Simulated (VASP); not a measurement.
# ZrMo2C2 (P4/nmm) in VASP: further runs, part 2 of 2

VASP 6.6.1.

## (3) Single point, PBE

This run uses another cell than the first one, of 12.60 Å³/atom, 0.846 times its volume.

INCAR reads:

```
SYSTEM = ZrMo2C2
PREC = Accurate ; ENCUT = 520
EDIFF = 1E-7 ; ISMEAR = 0
SIGMA = 0.1 ; LREAL = .False.
LASPH = .True. ; NELM = 80
ALGO = Normal ; ISIF = 2
LWAVE = .False. ; LCHARG = .True.
GGA = PE ; LELF = .True.
LVHAR = .True. ; NBANDS = 59
```

KPOINTS reads:

```
regular mesh
0
Gamma
  4 4 4
  0 0 0
```

POSCAR reads:

```
ZrMo2C2
1.0
    4.1642497501      0.0000000000      0.0000000000
    0.0000000000      4.1642497501      0.0000000000
    0.0000000000      0.0000000000      7.2665921025
Zr Mo C
2 4 4
Direct
    0.0000000000      0.5000000000      0.3265443740
    0.5000000000      0.0000000000      0.6734556260
    0.0000000000      0.0000000000      0.0000000000
    0.5000000000      0.5000000000      0.0000000000
    0.0000000000      0.5000000000      0.6954691266
    0.5000000000      0.0000000000      0.3045308734
    0.0000000000      0.0000000000      0.5000000000
    0.5000000000      0.5000000000      0.5000000000
    0.0000000000      0.5000000000      0.9824911276
    0.5000000000      0.0000000000      0.0175088724
```

Potentials or basis: VASP PAW PBE potentials, release 64 (Zr_sv, Mo_sv, C).

Started as:

```console
$ cat potpaw_PBE.64/Zr_sv/POTCAR potpaw_PBE.64/Mo_sv/POTCAR potpaw_PBE.64/C/POTCAR > POTCAR
$ mpirun -np 1 vasp_std > vasp.out
```

OUTCAR:

```text
SYSTEM = ZrMo2C2
   PREC = Accurate
   ENCUT = 520
   EDIFF = 1E-7
   ISMEAR = 0
   LREAL = .False.
   LASPH = .True.
   NELM = 80
   ISIF = 2
   GGA = PE

 ion  position               nearest neighbor table
   1  0.000  0.500  0.327-   7 2.43   8 2.43   7 2.43   8 2.43   9 2.50   5 2.68   6 2.95   6 2.95
                             6 2.95   6 2.95   4 3.16   3 3.16   4 3.16   3 3.16   2 3.88   2 3.88
   2  0.500  0.000  0.673-   7 2.43   8 2.43   8 2.43   7 2.43  10 2.50   6 2.68   5 2.95   5 2.95
                             5 2.95   5 2.95   3 3.16   4 3.16   4 3.16   3 3.16   1 3.88   1 3.88
   3  0.000  0.000  0.000-   9 2.09  10 2.09   9 2.09  10 2.09   4 2.94   4 2.94   4 2.94   4 2.94
                             5 3.04   6 3.04   5 3.04   6 3.04   2 3.16   1 3.16   1 3.16   2 3.16
   4  0.500  0.500  0.000-   9 2.09  10 2.09  10 2.09   9 2.09   3 2.94   3 2.94   3 2.94   3 2.94
[... 1343 lines left out ...]
  energy-cutoff  :      520.00
  volume of cell :      126.01
      direct lattice vectors                 reciprocal lattice vectors
     4.164249750  0.000000000  0.000000000     0.240139295  0.000000000  0.000000000
     0.000000000  4.164249750  0.000000000     0.000000000  0.240139295  0.000000000
     0.000000000  0.000000000  7.266592102     0.000000000  0.000000000  0.137616091

 POSITION                                       TOTAL-FORCE (eV/Angst)
 -----------------------------------------------------------------------------------
      0.00000      2.08212      2.37286        -0.000000      0.000000     -0.034785
      2.08212      0.00000      4.89373         0.000000      0.000000      0.034785
      0.00000      0.00000      0.00000        -0.000000      0.000000      0.000000
      2.08212      2.08212      0.00000         0.000000     -0.000000      0.000000
      0.00000      2.08212      5.05369        -0.000000      0.000000      0.011268
      2.08212      0.00000      2.21290        -0.000000      0.000000     -0.011268
      0.00000      0.00000      3.63330         0.000000      0.000000      0.000000
      2.08212      2.08212      3.63330        -0.000000      0.000000      0.000000
      0.00000      2.08212      7.13936        -0.000000      0.000000      0.012071
      2.08212      0.00000      0.12723        -0.000000      0.000000     -0.012071
 -----------------------------------------------------------------------------------
    total drift:                                0.000000     -0.000000     -0.000000

  FREE ENERGIE OF THE ION-ELECTRON SYSTEM (eV)
  ---------------------------------------------------
  free  energy   TOTEN  =       -96.6884017340 eV

  energy  without entropy=      -96.6540546252  energy(sigma->0) =      -96.67122818
```

OSZICAR:

```text
N       E                     dE             d eps       ncg     rms          rms(c)
DAV:   1     0.104024847448E+04    0.10402E+04   -0.55135E+04  2124   0.168E+03
DAV:   2    -0.405625220776E+02   -0.10808E+04   -0.10423E+04  2341   0.505E+02
DAV:   3    -0.107920251886E+03   -0.67358E+02   -0.65242E+02  3176   0.108E+02
[... 11 lines left out ...]
DAV:  15    -0.966884018196E+02    0.38517E-05   -0.92530E-06  2869   0.126E-02    0.386E-03
DAV:  16    -0.966884015365E+02    0.28311E-06   -0.53775E-07  2394   0.359E-03    0.190E-03
DAV:  17    -0.966884018355E+02   -0.29904E-06   -0.15476E-07  1792   0.188E-03    0.594E-04
DAV:  18    -0.966884017287E+02    0.10685E-06   -0.20734E-08  1344   0.739E-04    0.201E-04
DAV:  19    -0.966884017340E+02   -0.53533E-08   -0.51661E-09  1272   0.343E-04
   1 F= -.96688402E+02 E0= -.96671228E+02  d E =-.343471E-01
```

Run time: 4.6 min. Hardware: 1 thread of AMD EPYC, shared host; peak memory 0.25 GiB.

What came out:

- Free energy: -96.6884 eV
- Pressure: 0.5 GPa
- Largest force: 0.035 eV/Å
- Band gap on the k mesh: zero (band 48 reaches 11.54 eV, above the bottom of band 49 at 11.23 eV)

Forces on the atoms (eV/Å):
```
Zr   0.000  0.000 -0.035
Zr   0.000  0.000  0.035
Mo   0.000  0.000  0.000
Mo   0.000  0.000  0.000
Mo   0.000  0.000  0.011
Mo   0.000  0.000 -0.011
C    0.000  0.000  0.000
C    0.000  0.000  0.000
C    0.000  0.000  0.012
C    0.000  0.000 -0.012
```

Caveat: the k points lie up to 0.38 Å⁻¹ apart.

## (4) Single point, PBE

This run uses another cell than the first one, of 12.64 Å³/atom, 0.848 times its volume.

INCAR reads:

```
  PREC = Accurate
  ENCUT = 520
  EDIFF = 1E-7
  ISMEAR = 0
  SIGMA = 0.1
  LREAL = F
  LASPH = T
  NELM = 80
  ALGO = Normal
  ISIF = 2
  LWAVE = F
  LCHARG = F
  GGA = PE
  NBANDS = 59
```

KPOINTS reads:

```
Automatic mesh
0
Gamma
  4 4 2
```

POSCAR reads:

```
ZrMo2C2
1.0
    4.1551276907      0.0000000000      0.0000000000
    0.0000000000      4.1551276907      0.0000000000
    0.0000000000      0.0000000000      7.3221676951
Zr Mo C
2 4 4
Direct
    0.0000000000      0.5000000000      0.3269337174
    0.5000000000      0.0000000000      0.6730662826
    0.0000000000      0.0000000000      0.0000000000
    0.5000000000      0.5000000000      0.0000000000
    0.0000000000      0.5000000000      0.6924996435
    0.5000000000      0.0000000000      0.3075003565
    0.0000000000      0.0000000000      0.5000000000
    0.5000000000      0.5000000000      0.5000000000
    0.0000000000      0.5000000000      0.9738016138
    0.5000000000      0.0000000000      0.0261983862
```

Started as:

```console
$ cat potpaw_PBE.64/Zr_sv/POTCAR potpaw_PBE.64/Mo_sv/POTCAR potpaw_PBE.64/C/POTCAR > POTCAR
$ mpirun -np 1 vasp_std > vasp.out
```

Run time: 3.1 min. Hardware: 1 thread of AMD EPYC, shared host; peak memory 0.22 GiB.

It converged, with:

| Property | Result |
| --- | --- |
| Free energy | -96.6903 eV |
| Pressure | 0.3 GPa |
| Largest force | 0.016 eV/Å |
| Band gap on the k mesh | zero (band 48 reaches 11.52 eV, above the bottom of band 49 at 11.24 eV) |

Forces on the atoms (eV/Å):
```
Zr   0.000  0.000 -0.016
Zr   0.000  0.000  0.016
Mo   0.000  0.000  0.000
Mo   0.000  0.000  0.000
Mo   0.000  0.000  0.010
Mo   0.000  0.000 -0.010
C    0.000  0.000  0.000
C    0.000  0.000  0.000
C    0.000  0.000  0.005
C    0.000  0.000 -0.005
```

Stress tensor (GPa, compression positive):
```
0.40 0.00 0.00
0.00 0.40 0.00
0.00 0.00 0.24
```

Levels at points of the mesh, in eV from the Fermi level:
| k point | band 46 | band 47 | band 48 | band 49 | band 50 | band 51 |
| --- | --- | --- | --- | --- | --- | --- |
| (0.00, 0.00, 0.00) | -0.55 | -0.31 | 0.00 | 0.00 | 0.06 | 0.06 |
| (0.50, 0.00, 0.00) | -1.07 | -0.16 | -0.16 | 0.43 | 0.43 | 1.11 |
| (0.50, 0.50, 0.00) | -1.18 | -1.11 | -1.11 | 0.08 | 0.08 | 1.78 |
| (0.00, 0.00, 0.50) | -0.34 | -0.34 | 0.04 | 0.35 | 0.35 | 0.53 |
| (0.50, 0.00, 0.50) | -1.25 | 0.16 | 0.16 | 0.32 | 0.32 | 1.30 |
| (0.50, 0.50, 0.50) | -1.53 | -1.52 | -1.52 | 0.76 | 0.76 | 1.24 |

Caveat: the k points lie up to 0.43 Å⁻¹ apart.

## (5) Single point, PBE

This run uses another cell than the first one, of 12.60 Å³/atom, 0.845 times its volume.

INCAR reads:

```
PREC = Accurate
ENCUT = 520
EDIFF = 1E-6
ISMEAR = 0
SIGMA = 0.1
LREAL = False
LASPH = True
NELM = 80
ALGO = Normal
ISIF = 2
LWAVE = False
LCHARG = False
GGA = PE
NBANDS = 59
```

KPOINTS reads:

```
regular mesh
0
Gamma
  10 10 6
```

POSCAR reads:

```
ZrMo2C2
1.0
    4.1632928020      0.0000000000      0.0000000000
    0.0000000000      4.1632928020      0.0000000000
    0.0000000000      0.0000000000      7.2673125137
Zr Mo C
2 4 4
Direct
    0.0000000000      0.5000000000      0.3260827596
    0.5000000000      0.0000000000      0.6739172404
    0.0000000000      0.0000000000      0.0000000000
    0.5000000000      0.5000000000      0.0000000000
    0.0000000000      0.5000000000      0.6955287763
    0.5000000000      0.0000000000      0.3044712237
    0.0000000000      0.0000000000      0.5000000000
    0.5000000000      0.5000000000      0.5000000000
    0.0000000000      0.5000000000      0.9855306618
    0.5000000000      0.0000000000      0.0144693382
```

Started as:

```console
$ cat potpaw_PBE.64/Zr_sv/POTCAR potpaw_PBE.64/Mo_sv/POTCAR potpaw_PBE.64/C/POTCAR > POTCAR
$ mpirun -np 1 vasp_std > vasp.out
```

It took 14 min on 1 thread of Intel Xeon 6975P-C, shared host; peak memory 0.57 GiB.

Results (log left out):

```
Free energy            : -96.7852 eV
Pressure               : 0.4 GPa
Largest force          : 0.013 eV/Å
Band gap on the k mesh : zero (band 48 reaches 11.55 eV, above the bottom of band 49 at 11.09 eV)
```

Forces on the atoms (eV/Å):
```
Zr   0.000  0.000 -0.013
Zr   0.000  0.000  0.013
Mo   0.000  0.000  0.000
Mo   0.000  0.000  0.000
Mo   0.000  0.000  0.004
Mo   0.000  0.000 -0.004
C    0.000  0.000  0.000
C    0.000  0.000  0.000
C    0.000  0.000  0.005
C    0.000  0.000 -0.005
```

Levels at points of the mesh, in eV from the Fermi level:
```csv
k point,band 45,band 46,band 47,band 48,band 49,band 50,band 51,band 52
"(0.00, 0.00, 0.00)",-1.43,-0.66,-0.23,-0.12,-0.12,-0.12,-0.12,0.43
"(0.50, 0.00, 0.00)",-0.89,-0.89,-0.08,-0.08,0.49,0.49,1.05,1.05
"(0.50, 0.50, 0.00)",-1.08,-1.08,-1.01,-1.01,0.08,0.08,1.86,1.86
"(0.00, 0.00, 0.50)",-0.85,-0.67,-0.67,0.08,0.36,0.36,0.54,0.61
"(0.50, 0.00, 0.50)",-1.17,-1.17,0.23,0.23,0.40,0.40,1.37,1.37
"(0.50, 0.50, 0.50)",-1.45,-1.45,-1.42,-1.42,0.79,0.79,1.31,1.31
```

## (6) The runs side by side

```csv
cell,k mesh,gap on the mesh (eV),pressure (GPa),largest force (eV/Å)
"a = 4.052, b = 4.052, c = 9.077 Å, 10 atoms",4 × 4 × 2,none,-24.7,2.41
"a = 4.164, b = 4.164, c = 7.267 Å, 10 atoms",4 × 4 × 4,none,0.5,0.03
"a = 4.155, b = 4.155, c = 7.322 Å, 10 atoms",4 × 4 × 2,none,0.3,0.02
"a = 4.163, b = 4.163, c = 7.267 Å, 10 atoms",10 × 10 × 6,none,0.4,0.01
```

Some of these runs hold the atoms at other places in the same cell, which the table doesn't show; runs alike in all that it shows share one row.

Alike in all rows: task single point; level PBE; potentials or basis VASP PAW PBE potentials, release 64 (Zr_sv, Mo_sv, C); no spin polarisation; cutoff (eV) 520; smearing gaussian 0.1 eV.

Caveats: some runs use coarse meshes; forces of over 1 eV/Å act on the atoms, so gaps and moduli don't describe the material at rest (some runs).

Total energies depend on the potentials used, so only differences within one code and one set of settings carry meaning.
